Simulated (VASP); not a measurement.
# ScAl7N8 (Cm) in VASP: a series of runs

Runs on ScAl7N8. Level: r2SCAN. Tasks: single point.

Everything below comes from runs of VASP 6.6.1. Logs are shortened: lines on timing, memory, paths and dates and some standing lists are left out, and cuts for length are marked.

### 1 The cell of the first run

It takes space group Cm (No. 8, monoclinic). Conventional cell: a = 10.036 Å, b = 6.321 Å, c = 7.426 Å, α = 90.00°, β = 132.41°, γ = 90.00°. Sc (site symmetry m) has 4 N at 2.03 to 2.07 Å within 2.7 Å. Al (site symmetry 1) has 4 N at 1.87 to 1.92 Å within 2.5 Å. Al (site symmetry m) has 4 N at 1.87 to 1.95 Å within 2.5 Å. Al (site symmetry 1) has 4 N at 1.89 to 1.93 Å within 2.5 Å. Within 2.5 Å of Al (site symmetry m) lie 4 N at 1.89 to 1.93 Å. Within 2.5 Å of Al (site symmetry m) lie 4 N at 1.89 to 1.92 Å. N (site symmetry m) has 3 Al at 1.89 Å and 1 Sc at 2.07 Å within 2.5 Å. Within 2.6 Å of N (site symmetry m) lie 4 Al at 1.93 to 1.95 Å.

### 2 Single point, r2SCAN

The input, POSCAR:

```
ScAl7N8
1.0
    3.1605575461     -0.0044506371      5.0180118884
    3.1605575461      0.0044506371     -5.0180118884
   -3.1605575461      5.4832076605     -0.0048611778
Sc Al N
1 7 8
Direct
    0.1639972501      0.1719474562      0.3359447063
    0.1694706481      0.1706634895      0.8342180005
    0.6650884904      0.6651904692      0.3302789596
    0.6635545110      0.6647473524      0.8342180005
    0.0846035943      0.5830311519      0.1629929757
    0.5799618238      0.0783893814      0.1629929757
    0.0819444158      0.5895097098      0.6714541255
    0.5874949268      0.0807026968      0.6681976236
    0.3698985078      0.9655331467      0.3354316546
    0.8609046614      0.4716000958      0.3325047573
    0.3582795691      0.9789044950      0.8325365310
    0.8536320360      0.4742569619      0.8325365310
    0.2806480583      0.4033768680      0.1554217005
    0.2782218142      0.4101421881      0.6883640023
    0.7520448325      0.8747736422      0.1554217005
    0.7782548605      0.8892308950      0.6674857555
```

The input, INCAR.step1:

```
SYSTEM = ScAl7N8
PREC = Accurate
ENCUT = 520
ISMEAR = 0
SIGMA = 0.1
LREAL = Auto
LASPH = .TRUE.
NELM = 80
NBANDS = 50
GGA = PE
ALGO = Normal
EDIFF = 1E-4
LWAVE = .TRUE.
LCHARG = .FALSE.
```

The input, INCAR.step2:

```
SYSTEM = ScAl7N8
PREC = Accurate
ENCUT = 520
EDIFF = 1E-6
ISMEAR = 0
SIGMA = 0.1
LREAL = Auto
LASPH = .TRUE.
NELM = 80
ALGO = Normal
ISIF = 2
LWAVE = .FALSE.
LCHARG = .TRUE.
METAGGA = R2SCAN
LMIXTAU = .TRUE.
LELF = .TRUE.
LVHAR = .TRUE.
NBANDS = 50
ISTART = 1
```

The input, KPOINTS:

```
Automatic mesh
0
G
  4 4 4
  0 0 0
```

Potentials or basis: VASP PAW PBE potentials, release 64 (Sc_sv, Al, N).

Launch:

```sh
cat potpaw_PBE.64/Sc_sv/POTCAR potpaw_PBE.64/Al/POTCAR potpaw_PBE.64/N/POTCAR > POTCAR
cp INCAR.step1 INCAR
mpirun -np 1 vasp_std > vasp.out
cp INCAR.step2 INCAR
mpirun -np 1 vasp_std > vasp.out
```

OUTCAR:

```text
SYSTEM = ScAl7N8
   PREC = Accurate
   ENCUT = 520
   EDIFF = 1E-6
   ISMEAR = 0
   LREAL = Auto
   LASPH = .TRUE.
   NELM = 80
   ISIF = 2
   METAGGA = R2SCAN
   ISTART = 1

 ion  position               nearest neighbor table
   1  0.164  0.172  0.336-  13 2.03  15 2.03  14 2.03   9 2.07   5 3.08   6 3.08   7 3.11   6 3.15
                             5 3.15   4 3.15   2 3.15   8 3.16   3 3.16   3 3.16   2 3.18   4 3.18
   2  0.169  0.171  0.834-  13 1.87  14 1.87  11 1.91  16 1.92   8 3.08   5 3.08   7 3.08   6 3.10
                             7 3.11   4 3.12   8 3.13   3 3.14   1 3.15   1 3.18   3 3.19   4 3.20
   3  0.665  0.665  0.330-  13 1.87  15 1.87  16 1.93  10 1.95   6 3.09   5 3.09   8 3.09   7 3.10
                             6 3.12   5 3.12   4 3.14   2 3.14   1 3.16   1 3.16   4 3.19   2 3.19
   4  0.664  0.665  0.834-  15 1.87  14 1.87  12 1.91  16 1.92   8 3.08   6 3.08   7 3.08   5 3.10
                             7 3.11   2 3.12   8 3.13   3 3.14   1 3.15   1 3.18   3 3.19   2 3.20
   5  0.085  0.583  0.163-  13 1.89   9 1.89  12 1.91  10 1.93   2 3.08   1 3.08   3 3.09   4 3.10
                             7 3.12   3 3.12   6 3.13   1 3.15   8 3.15   8 3.18   6 3.19   7 3.21
   6  0.580  0.078  0.163-  15 1.89   9 1.89  11 1.91  10 1.93   4 3.08   1 3.08   3 3.09   2 3.10
                             7 3.12   3 3.12   5 3.13   1 3.15   8 3.15   8 3.18   5 3.19   7 3.21
   7  0.082  0.590  0.671-  14 1.89  11 1.91  12 1.91  10 1.93   2 3.08   4 3.08   3 3.10   4 3.11
                             2 3.11   1 3.11   6 3.12   5 3.12   8 3.16   8 3.16   5 3.21   6 3.21
   8  0.587  0.081  0.668-   9 1.89  12 1.92  11 1.92  16 1.92   2 3.08   4 3.08   3 3.09   4 3.13
                             2 3.13   5 3.15   6 3.15   1 3.16   7 3.16   7 3.16   6 3.18   5 3.18
   9  0.370  0.966  0.335-   5 1.89   6 1.89   8 1.89   1 2.07
  10  0.861  0.472  0.333-   7 1.93   6 1.93   5 1.93   3 1.95
  11  0.358  0.979  0.833-   2 1.91   7 1.91   6 1.91   8 1.92
  12  0.854  0.474  0.833-   4 1.91   7 1.91   5 1.91   8 1.92
  13  0.281  0.403  0.155-   2 1.87   3 1.87   5 1.89   1 2.03
  14  0.278  0.410  0.688-   2 1.87   4 1.87   7 1.89   1 2.03
  15  0.752  0.875  0.155-   4 1.87   3 1.87   6 1.89   1 2.03
  16  0.778  0.889  0.667-   8 1.92   4 1.92   2 1.92   3 1.93

  LATTYP: Found a base centered monoclinic cell.
 ALAT       =    10.0360277242
 B/A-ratio  =     0.6298423306
 C/A-ratio  =     0.7399541951
 COS(beta)  =    -0.6744080288

  Lattice vectors:

 A1 = (   3.1605575461,   0.0044506371,  -5.0180118884)
 A2 = (  -3.1605575461,   0.0044506371,  -5.0180118884)
 A3 = (   0.0000000000,   5.4787570234,   5.0131507106)

Analysis of symmetry for initial positions (statically):
=====================================================================
 Subroutine PRICEL returns:
 Original cell was already a primitive cell.

 Routine SETGRP: Setting up the symmetry group for a
 base centered monoclinic supercell.

[... 159 lines left out ...]
   EFERMI =   0.00;   METHOD = LEGACY
   ISMEAR =     0;   SIGMA  =   0.10  broadening in eV -4-tet -1-fermi 0-gaus
   EFERMI_NEDOS =   21; number of points for ismear=-14 and -15
   IALGO  =     38    algorithm
   IMIX   =      4    mixing-type and parameters
     AMIX     =   0.40;   BMIX     =  1.00
     AMIX_MAG =   1.60;   BMIX_MAG =  1.00
  volume/ion in A,a.u.               =      10.87        73.36
  Fermi-wavevector in a.u.,A,eV,Ry     =   1.220110  2.305674 20.254573  1.488669
  Thomas-Fermi vector in A             =   2.355339
   LORBIT       =      0    0 simple, 1 ext, 2 COOP (PROOUT), +10 PAW based schemes
   METAGGA = R2SCAN    functional components
   LHFCALC =     F    Hartree Fock is set to
   AEXX    =    0.0000 exact exchange contribution
   IVDW    =     0    specifies the selected vdW correction
   LEPSILON=     F    determine dielectric tensor
   LRPA    =     F    only Hartree local field effects (RPA)
 non-spin polarized calculation
 Gauss-broadening in eV      SIGMA  =   0.10
  energy-cutoff  :      520.00
  volume of cell :      173.92
 maximum number of plane-waves:      4731
 NGX is ok and might be reduce to    48
   NGX = 23   NGY = 23   NGZ = 23

 number of electron      72.0000002 magnetization

 Free energy of the ion-electron system (eV)
  ---------------------------------------------------
  ext. energy  EPLUGINS =         0.00000000
  ---------------------------------------------------
  free energy    TOTEN  =      -158.10951633 eV

  energy without entropy =     -158.10951633  energy(sigma->0) =     -158.10951633

 E-fermi :   5.8799     XC(G=0): -11.3911

 val. band max:        5.2909433145   @ k =   0.0000   0.0000   0.0000
 cond. band min:       9.9765696694   @ k =   0.0000   0.0000   0.0000
 fundamental gap:      4.6856263549
 Fermi energy:         5.8798645341

 k-point     1 :       0.0000    0.0000    0.0000
  band No.  band energies     occupation
      1     -43.0358      2.00000
      2     -20.9205      2.00000
      3     -20.9105      2.00000
      4     -20.8967      2.00000
      5     -10.2079      2.00000
      6      -8.4165      2.00000
[... 1213 lines left out ...]
     47      13.9875      0.00000
     48      14.6293      0.00000
 [bands above 48 left out]

------------------------ aborting loop because EDIFF is reached ----------------------------------------

  FORCE on cell =-STRESS in cart. coord.  units (eV):
  Direction    XX          YY          ZZ          XY          YZ          ZX
  --------------------------------------------------------------------------------------
  -------------------------------------------------------------------------------------
  Total       -0.1633577     -0.2012729     -0.1148358      0.0000000      0.0052210      0.0000000
  in kB       -1.5048409     -1.8541125     -1.0578598      0.0000000      0.0480958      0.0000000
  external PRESSURE =      -1.4722711 kB  Pullay stress =       0.0000000 kB

 VOLUME and BASIS-vectors are now :
 -----------------------------------------------------------------------------
  energy-cutoff  :      520.00
  volume of cell :      173.92
      direct lattice vectors                 reciprocal lattice vectors
     3.160557546 -0.004450637  5.018011888     0.158199936  0.091275910  0.099722011
     3.160557546  0.004450637 -5.018011888     0.158199936  0.091099234 -0.099560256
    -3.160557546  5.483207660 -0.004861178     0.000000000  0.182375144  0.000161754

 POSITION                                       TOTAL-FORCE (eV/Angst)
 -----------------------------------------------------------------------------------
      0.00000      1.84209     -0.04153         0.000000      0.008062     -0.012673
     -1.56158      4.57420     -0.01004         0.002107     -0.002142      0.009054
      3.16056      1.81099     -0.00212         0.000000      0.000264     -0.003467
      1.56158      4.57420     -0.01004        -0.002107     -0.002142      0.009054
      1.59495      0.89594     -2.50191        -0.002287      0.006075      0.009338
      1.56561      0.89149      2.51610         0.002287      0.006075      0.009338
[... 8 lines left out ...]
      4.65043      0.85276     -0.61661        -0.082146     -0.043973     -0.027570
      3.16056      3.66046     -0.56012         0.000000     -0.001330     -0.000945
 -----------------------------------------------------------------------------------
    total drift:                                0.000001     -0.007276      0.017270

  FREE ENERGIE OF THE ION-ELECTRON SYSTEM (eV)
  ---------------------------------------------------
  free  energy   TOTEN  =      -158.1095163272 eV

  energy  without entropy=     -158.1095163272  energy(sigma->0) =     -158.10951633
```

OUTCAR.step1:

```text
SYSTEM = ScAl7N8
   PREC = Accurate
   ENCUT = 520
   ISMEAR = 0
   LREAL = Auto
   LASPH = .TRUE.
   NELM = 80
[... 1501 lines left out ...]
      1.56561      0.89149      2.51610         0.027808      0.002893     -0.045691
[... 8 lines left out ...]
      4.65043      0.85276     -0.61661         0.025298      0.021908      0.021795
      3.16056      3.66046     -0.56012        -0.000000     -0.004953      0.031243
 -----------------------------------------------------------------------------------
    total drift:                                0.000002     -0.005080     -0.000904

  FREE ENERGIE OF THE ION-ELECTRON SYSTEM (eV)
  ---------------------------------------------------
  free  energy   TOTEN  =      -121.3651536660 eV

  energy  without entropy=     -121.3651536660  energy(sigma->0) =     -121.36515367
```

It took 11 min on 1 thread of Intel Xeon 6975P-C (Granite Rapids), shared host; peak memory 0.42 GiB.

What came out:

```
Free energy            : -158.1095 eV
Pressure               : -0.1 GPa
Largest force          : 0.097 eV/Å
Band gap on the k mesh : 4.69 eV
```

Forces on the atoms (eV/Å):
```
Sc   0.000  0.008 -0.013
Al   0.002 -0.002  0.009
Al   0.000  0.000 -0.003
Al  -0.002 -0.002  0.009
Al  -0.002  0.006  0.009
Al   0.002  0.006  0.009
Al   0.000 -0.010  0.009
Al   0.000 -0.003  0.004
N    0.000 -0.001  0.069
N    0.000 -0.002 -0.016
N   -0.003  0.000 -0.002
N    0.003  0.000 -0.002
N    0.082 -0.044 -0.028
N    0.000  0.088 -0.026
N   -0.082 -0.044 -0.028
N    0.000 -0.001 -0.001
```

Caveat: the PAW data sets were made with another functional, which shifts forces and pressure a little.

### 3 Single point, r2SCAN

This run uses another cell than the first one, of 10.90 Å³/atom.

The input, POSCAR:

```
ScAl7N8
1.0
    3.1667500000      0.0000000000      5.0217500000
    3.1667500000      0.0000000000     -5.0217500000
   -3.1667500000      5.4849718949      0.0000000000
Sc Al N
1 7 8
Direct
    0.1666666700      0.1666666700      0.3333333300
    0.1666666700      0.1666666700      0.8333333300
    0.6666666700      0.6666666700      0.3333333300
    0.6666666700      0.6666666700      0.8333333300
    0.0833333300      0.5833333300      0.1666666700
    0.5833333300      0.0833333300      0.1666666700
    0.0833333300      0.5833333300      0.6666666700
    0.5833333300      0.0833333300      0.6666666700
    0.3576666700      0.9756666700      0.3333333300
    0.8576666700      0.4756666700      0.3333333300
    0.3576666700      0.9756666700      0.8333333300
    0.8576666700      0.4756666700      0.8333333300
    0.2743333300      0.3923333300      0.1666666700
    0.2743333300      0.3923333300      0.6666666700
    0.7743333300      0.8923333300      0.1666666700
    0.7743333300      0.8923333300      0.6666666700
```

The input, INCAR.step1:

```
PREC = Accurate ; ENCUT = 520
ISMEAR = 0 ; SIGMA = 0.1
LREAL = Auto ; LASPH = True
NELM = 80 ; NBANDS = 50
GGA = PE ; ALGO = Normal
EDIFF = 1E-4 ; LWAVE = True
LCHARG = False
```

The input, INCAR.step2:

```
PREC = Accurate ; ENCUT = 520
EDIFF = 1E-6 ; ISMEAR = 0
SIGMA = 0.1 ; LREAL = Auto
LASPH = True ; NELM = 80
ALGO = Normal ; ISIF = 2
LWAVE = False ; LCHARG = False
METAGGA = R2SCAN ; LMIXTAU = True
NBANDS = 50 ; ISTART = 1
```

The input, KPOINTS:

```
Automatic mesh
0
Gamma
  4 4 4
```

Potentials or basis: VASP PAW PBE potentials, release 64 (Sc_sv, Al, N).

Launch:

```sh
cat potpaw_PBE.64/Sc_sv/POTCAR potpaw_PBE.64/Al/POTCAR potpaw_PBE.64/N/POTCAR > POTCAR
cp INCAR.step1 INCAR
mpirun -np 1 vasp_std > vasp.out
cp INCAR.step2 INCAR
mpirun -np 1 vasp_std > vasp.out
```

It took 9.7 min on 1 thread of Intel Xeon 6975P-C (Granite Rapids), shared host; peak memory 0.43 GiB.

It converged, with:

```
Free energy            : -157.2158 eV
Pressure               : 1.1 GPa
Largest force          : 3.775 eV/Å
Band gap on the k mesh : 4.70 eV (least direct gap 4.74 eV)
```

Forces in eV/Å, atoms in the order of the input:
```
Sc   0.000 -0.019 -0.673
Al   0.235  0.142 -0.208
Al   0.000 -0.278 -0.360
Al  -0.235  0.142 -0.208
Al   0.182 -0.118  0.148
Al  -0.182 -0.118  0.148
Al   0.000  0.226  0.049
Al   0.000  0.011  0.044
N    0.000  0.058  3.774
N    0.000  0.027  0.186
N    0.019 -0.038  0.021
N   -0.019 -0.038  0.021
N    3.089 -1.827 -1.001
N    0.000  3.613 -1.068
N   -3.089 -1.827 -1.001
N    0.000  0.042  0.129
```

Stress tensor (GPa, compression positive):
```
0.37 0.00 0.00
0.00 0.41 0.00
0.00 0.00 2.48
```

Levels at points of the mesh, in eV from the valence-band top:
```tsv
k point	band 34	band 35	band 36	band 37	band 38	band 39
(0.00, 0.00, 0.00)	-0.22	-0.20	-0.04	4.70	5.76	5.81
(0.50, 0.00, 0.00)	-0.49	-0.27	-0.07	6.08	6.14	6.35
(0.00, 0.50, 0.00)	-0.49	-0.14	0.00	6.01	6.10	6.45
(0.50, 0.50, 0.00)	-0.53	-0.23	-0.14	5.68	5.89	5.95
(0.00, 0.00, 0.50)	-0.25	-0.16	-0.14	6.27	6.44	6.51
(0.50, 0.50, 0.50)	-0.54	-0.27	-0.07	5.89	6.05	6.19
```

Caveat: the PAW data sets were made with another functional, which shifts forces and pressure a little.
